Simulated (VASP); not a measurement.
# SnO2 (Immm) in VASP: single point with r2SCAN

Aim: the single point of SnO2 with r2SCAN.

Program: VASP 6.6.1. These are calculated values, not measurements. Logs are shortened: lines on timing, memory, paths and dates and some standing lists are left out, and cuts for length are marked.

### 1 The cell of the first run

The structure is orthorhombic, space group Immm (No. 71). The conventional cell has a = 3.563 Å, b = 3.602 Å, c = 5.067 Å, α = 90.00°, β = 90.00°, γ = 90.00°. Within 2.9 Å of Sn (site symmetry mmm) lie 8 O at 2.19 to 2.20 Å. O (site symmetry mm2) has 4 Sn at 2.19 to 2.20 Å and 6 O at 2.53 to 2.54 Å within 2.9 Å.

### 2 Single point, r2SCAN (shear xy strain -1.1%)

POSCAR

```
SnO2
1.0
   -0.0138073950      2.5334669704      2.5334669704
    2.5334669704     -0.0138073950      2.5334669704
    2.5196595754      2.5196595754      0.0000000000
Sn O
1 2
Direct
    0.0000000000      0.0000000000      0.0000000000
    0.2502981892      0.2502981892      0.2497018108
    0.7497018108      0.7497018108      0.7502981892
```

INCAR.step1

```
PREC     = Accurate       # precision mode
ENCUT    = 1480           # plane-wave cutoff, eV
ISMEAR   = 0              # smearing method
SIGMA    = 0.01           # smearing width, eV
LREAL    = F              # projectors in reciprocal space
LASPH    = T              # aspherical terms in the spheres
NELM     = 120            # most SCF steps
NBANDS   = 20             # bands
GGA      = PE             # functional
ALGO     = Normal         # electronic algorithm
EDIFF    = 1E-5           # SCF threshold, eV
LWAVE    = T              # write WAVECAR
LCHARG   = F              # write CHGCAR
GGA_COMPAT= F
```

INCAR.step2

```
PREC     = Accurate       # precision mode
ENCUT    = 1480           # plane-wave cutoff, eV
EDIFF    = 1E-6           # SCF threshold, eV
ISMEAR   = 0              # smearing method
SIGMA    = 0.01           # smearing width, eV
LREAL    = F              # projectors in reciprocal space
LASPH    = T              # aspherical terms in the spheres
NELM     = 120            # most SCF steps
ALGO     = Normal         # electronic algorithm
ISIF     = 2              # what is computed and relaxed
LWAVE    = F              # write WAVECAR
LCHARG   = F              # write CHGCAR
METAGGA  = R2SCAN         # meta-GGA
LMIXTAU  = T            
NBANDS   = 20             # bands
ISTART   = 1            
GGA_COMPAT= F
```

KPOINTS

```
Automatic mesh
0
Gamma
  8 8 8
```

Potentials or basis: VASP PAW PBE potentials, release 64 (Sn_d, O_h).

On the command line:

```console
$ cat potpaw_PBE.64/Sn_d/POTCAR potpaw_PBE.64/O_h/POTCAR > POTCAR
$ cp INCAR.step1 INCAR
$ mpirun -np 1 vasp_std > vasp.out
$ cp INCAR.step2 INCAR
$ mpirun -np 1 vasp_std > vasp.out
```

OUTCAR:

```text
PREC = Accurate
   ENCUT = 1480
   EDIFF = 1E-6
   ISMEAR = 0
   LREAL = F
   LASPH = T
   NELM = 120
   ISIF = 2
   METAGGA = R2SCAN
   ISTART = 1

 ion  position               nearest neighbor table
   1  0.000  0.000  0.000-   3 2.19   2 2.19   3 2.19   2 2.19   3 2.20   3 2.20   2 2.20   2 2.20

   2  0.250  0.250  0.250-   1 2.19   1 2.19   1 2.20   1 2.20
   3  0.750  0.750  0.750-   1 2.19   1 2.19   1 2.20   1 2.20

  LATTYP: Found a body centered orthorhombic cell.
 ALAT       =     3.5633367441
 B/A-ratio  =     1.0109597305
 C/A-ratio  =     1.4219632622

  Lattice vectors:

 A1 = (   0.0138073950,  -2.5334669704,  -2.5334669704)
 A2 = (  -0.0138073950,   2.5334669704,  -2.5334669704)
 A3 = (   2.5334669704,  -0.0138073950,   2.5334669704)

Analysis of symmetry for initial positions (statically):
=====================================================================
 Subroutine PRICEL returns:
 Original cell was already a primitive cell.

 Routine SETGRP: Setting up the symmetry group for a
 body centered orthorhombic supercell.

 Subroutine GETGRP returns: Found  8 space group operations
 (whereof  8 operations were pure point group operations)
 out of a pool of  8 trial point group operations.

The static configuration has the point symmetry D_2h.

Analysis of symmetry for dynamics (positions and initial velocities):
=====================================================================
 Subroutine PRICEL returns:
 Original cell was already a primitive cell.

 Routine SETGRP: Setting up the symmetry group for a
 body centered orthorhombic supercell.

 Subroutine GETGRP returns: Found  8 space group operations
 (whereof  8 operations were pure point group operations)
 out of a pool of  8 trial point group operations.

The dynamic configuration has the point symmetry D_2h.

 Subroutine INISYM returns: Found  8 space group operations
 (whereof  8 operations are pure point group operations),
 and found     1 'primitive' translations

----------------------------------------------------------------------------------------

                                     Primitive cell

  volume of cell :      32.5209

  direct lattice vectors                    reciprocal lattice vectors
    -0.013807395  2.533466970  2.533466970    -0.196288239  0.196288239  0.197358010
     2.533466970 -0.013807395  2.533466970     0.196288239 -0.196288239  0.197358010
     2.519659575  2.519659575  0.000000000     0.198439505  0.198439505 -0.197358010

  length of vectors
     3.582889954  3.582889954  3.563336744     0.340599956  0.340599956  0.343084040

  position of ions in fractional coordinates (direct lattice)
     0.000000000  0.000000000  0.000000000
     0.250298189  0.250298189  0.249701811
     0.749701811  0.749701811  0.750298189

  ion indices of the primitive-cell ions
   primitive index   ion index
                 1           1
                 2           2
                 3           3

----------------------------------------------------------------------------------------

 KPOINTS: Automatic mesh

Automatic generation of k-mesh.
 Grid dimensions read from file:
 generate k-points for:    8    8    8

 Generating k-lattice:

  Cartesian coordinates                     Fractional coordinates (reciprocal lattice)
    -0.024536030  0.024536030  0.024669751     0.125000000  0.000000000  0.000000000
     0.024536030 -0.024536030  0.024669751     0.000000000  0.125000000  0.000000000
     0.024804938  0.024804938 -0.024669751     0.000000000  0.000000000  0.125000000

  Length of vectors
     0.042574994  0.042574994  0.042885505

  Shift w.r.t. Gamma in fractional coordinates (k-lattice)
     0.000000000  0.000000000  0.000000000

 Subroutine IBZKPT returns following result:
 ===========================================

 Found     95 irreducible k-points:

 Following reciprocal coordinates:
            Coordinates               Weight
  0.000000  0.000000  0.000000      1.000000
  0.125000 -0.000000  0.000000      4.000000
  0.250000 -0.000000  0.000000      4.000000
  0.375000 -0.000000  0.000000      4.000000
  0.500000 -0.000000  0.000000      2.000000
  0.125000  0.125000  0.000000      2.000000
[... 16 lines left out ...]
  0.125000  0.000000  0.125000      4.000000
  0.250000 -0.000000  0.125000      8.000000
 [... further k-points ...]
   k-points           NKPTS =     95   k-points in BZ     NKDIM =     95   number of bands    NBANDS=     20
   number of dos      NEDOS =    301   number of ions     NIONS =      3
   total plane-waves  NPLWV = 110592
   dimension x,y,z NGX =    48 NGY =   48 NGZ =   48
   dimension x,y,z NGXF=    96 NGYF=   96 NGZF=   96
   ions per type =               1   2
   NGX,Y,Z   is equivalent  to a cutoff of  22.27, 22.27, 22.39 a.u.
   NGXF,Y,Z  is equivalent  to a cutoff of  44.54, 44.54, 44.79 a.u.
 SYSTEM =  unknown system
   PREC   = accura    normal or accurate (medium, high low for compatibility)
   ISTART =      1    job   : 0-new  1-cont  2-samecut
   ICHARG =      0    charge: 1-file 2-atom 10-const
   ISPIN  =      1    spin polarized calculation?
   LNONCOLLINEAR =      F non collinear calculations
   LSORBIT =      F    spin-orbit coupling
   LASPH  =      T    aspherical Exc in radial PAW
   ENCUT  = 1480.0 eV 108.78 Ry   10.43 a.u.  11.24 11.24 11.18*2*pi/ulx,y,z
   NELM   =    120;   NELMIN=  2; NELMDL=  0     # of ELM steps
   EDIFF  = 0.1E-05   stopping-criterion for ELM
   LREAL  =      F    real-space projection
   EDIFFG = 0.1E-04   stopping-criterion for IOM
   NSW    =      0    number of steps for IOM
   IBRION =     -1    ionic relax: 0-MD 1-quasi-New 2-CG
   NFREE  =      0    steps in history (QN), initial steepest desc. (CG)
   ISIF   =      2    stress and relaxation
   ISYM   =      2    0-nonsym 1-usesym 2-fastsym
   POTIM  = 0.5000    time-step for ionic-motion
   TEBEG  =    0.0;   TEEND  =   0.0 temperature during run
   PSTRESS=    0.0 pullay stress
   NELECT =      26.0000    total number of electrons
   NUPDOWN=      -1.0000    fix difference up-down
   EMIN   =  10.00;   EMAX   =-10.00  energy-range for DOS
   EFERMI =   0.00;   METHOD = LEGACY
   ISMEAR =     0;   SIGMA  =   0.01  broadening in eV -4-tet -1-fermi 0-gaus
   EFERMI_NEDOS =   21; number of points for ismear=-14 and -15
   IALGO  =     38    algorithm
   IMIX   =      4    mixing-type and parameters
     AMIX     =   0.40;   BMIX     =  1.00
     AMIX_MAG =   1.60;   BMIX_MAG =  1.00
  volume/ion in A,a.u.               =      10.84        73.15
  Fermi-wavevector in a.u.,A,eV,Ry     =   1.519422  2.871291 31.410987  2.308642
  Thomas-Fermi vector in A             =   2.628410
   LORBIT       =      0    0 simple, 1 ext, 2 COOP (PROOUT), +10 PAW based schemes
   METAGGA = R2SCAN    functional components
   LHFCALC =     F    Hartree Fock is set to
   AEXX    =    0.0000 exact exchange contribution
   IVDW    =     0    specifies the selected vdW correction
   LEPSILON=     F    determine dielectric tensor
   LRPA    =     F    only Hartree local field effects (RPA)
 non-spin polarized calculation
 Gauss-broadening in eV      SIGMA  =   0.01
  energy-cutoff  :     1480.00
  volume of cell :       32.52
 maximum number of plane-waves:      4243
 NGX is ok and might be reduce to    48
   NGX = 23   NGY = 23   NGZ = 23

 number of electron      26.0000001 magnetization

 Free energy of the ion-electron system (eV)
  ---------------------------------------------------
  ext. energy  EPLUGINS =         0.00000000
  ---------------------------------------------------
  free energy    TOTEN  =       -41.51069869 eV

  energy without entropy =      -41.51069869  energy(sigma->0) =      -41.51069869

 E-fermi :   8.2622     XC(G=0): -12.7707

 val. band max:        8.1737231241   @ k =  -0.2500   0.5000   0.2500
 cond. band min:       9.0371572774   @ k =   0.0000   0.0000   0.0000
 fundamental gap:      0.8634341532
 Fermi energy:         8.2622057398

 k-point     1 :       0.0000    0.0000    0.0000
  band No.  band energies     occupation
      1     -12.9759      2.00000
      2     -12.9738      2.00000
      3     -12.9735      2.00000
      4     -12.7858      2.00000
      5     -12.7857      2.00000
      6     -12.5095      2.00000
[... 12 lines left out ...]
     19      24.4456      0.00000
     20      24.4475      0.00000

 k-point     2 :       0.1250   -0.0000    0.0000
  band No.  band energies     occupation
      1     -13.0662      2.00000
      2     -12.9621      2.00000
      3     -12.9610      2.00000
      4     -12.7865      2.00000
      5     -12.7861      2.00000
      6     -12.3354      2.00000
[... 12 lines left out ...]
     19      24.4943      0.00000
     20      24.5149      0.00000

 k-point     3 :       0.2500   -0.0000    0.0000
  band No.  band energies     occupation
      1     -13.2950      2.00000
      2     -12.9365      2.00000
      3     -12.9359      2.00000
      4     -12.7831      2.00000
      5     -12.7812      2.00000
      6     -11.8009      2.00000
[... 12 lines left out ...]
     19      24.6563      0.00000
     20      25.0971      0.00000

 k-point     4 :       0.3750   -0.0000    0.0000
  band No.  band energies     occupation
      1     -13.5079      2.00000
      2     -12.9207      2.00000
      3     -12.9206      2.00000
      4     -12.7697      2.00000
      5     -12.7660      2.00000
      6     -11.0124      2.00000
[... 429 lines left out ...]
 k-point    23 :       0.1250    0.0000    0.1250
  band No.  band energies     occupation
      1     -13.0894      2.00000
      2     -12.9508      2.00000
      3     -12.9493      2.00000
      4     -12.7959      2.00000
      5     -12.7791      2.00000
      6     -12.3050      2.00000
[... 12 lines left out ...]
     19      24.6403      0.00000
     20      24.6424      0.00000

 k-point    24 :       0.2500   -0.0000    0.1250
  band No.  band energies     occupation
      1     -13.2329      2.00000
      2     -12.9738      2.00000
      3     -12.9226      2.00000
      4     -12.8038      2.00000
      5     -12.7723      2.00000
      6     -11.8974      2.00000
[... 12 lines left out ...]
     19      24.8796      0.00000
     20      26.0945      0.00000

 [... further k-points ...]

------------------------ aborting loop because EDIFF is reached ----------------------------------------

  FORCE on cell =-STRESS in cart. coord.  units (eV):
  Direction    XX          YY          ZZ          XY          YZ          ZX
  --------------------------------------------------------------------------------------
  -------------------------------------------------------------------------------------
  Total        0.2424934      0.2424934      0.2392375      0.0413737      0.0000000      0.0000000
  in kB       11.9466902     11.9466902     11.7862846      2.0383198      0.0000000      0.0000000
  external PRESSURE =      11.8932216 kB  Pullay stress =       0.0000000 kB

 VOLUME and BASIS-vectors are now :
 -----------------------------------------------------------------------------
  energy-cutoff  :     1480.00
  volume of cell :       32.52
      direct lattice vectors                 reciprocal lattice vectors
    -0.013807395  2.533466970  2.533466970    -0.196288239  0.196288239  0.197358010
     2.533466970 -0.013807395  2.533466970     0.196288239 -0.196288239  0.197358010
     2.519659575  2.519659575  0.000000000     0.198439505  0.198439505 -0.197358010

 POSITION                                       TOTAL-FORCE (eV/Angst)
 -----------------------------------------------------------------------------------
      0.00000      0.00000      0.00000         0.000000      0.000000      0.000000
      1.25983      1.25983      1.26824         0.000000      0.000000      0.004193
      3.77949      3.77949      3.79869        -0.000000     -0.000000     -0.004193
 -----------------------------------------------------------------------------------
    total drift:                               -0.000000      0.000000      0.000000

  FREE ENERGIE OF THE ION-ELECTRON SYSTEM (eV)
  ---------------------------------------------------
  free  energy   TOTEN  =       -41.5106986868 eV

  energy  without entropy=      -41.5106986868  energy(sigma->0) =      -41.51069869
```

Run time: 9.3 min. Hardware: 1 thread of Intel Xeon Platinum 8488C (Sapphire Rapids), shared host; peak memory 0.56 GiB.

Results:

| Quantity | Value |
| --- | --- |
| Free energy | -41.5107 eV |
| Pressure | 1.2 GPa |
| Largest force | 0.004 eV/Å |
| Band gap on the k mesh | 0.86 eV (least direct gap 2.26 eV) |

Forces in eV/Å, atoms in the order of the input:
```
Sn   0.000  0.000  0.000
O    0.000  0.000  0.004
O    0.000  0.000 -0.004
```

Caveat: the cell differs from its parent crystal (shear xy strain -1.1%); the structure was generated, so it needn't be the stable form of SnO2; the PAW data sets were made with another functional, which shifts forces and pressure a little; spin-orbit coupling is left out, which moves the levels of the heavy elements. A k mesh can miss the band edges.
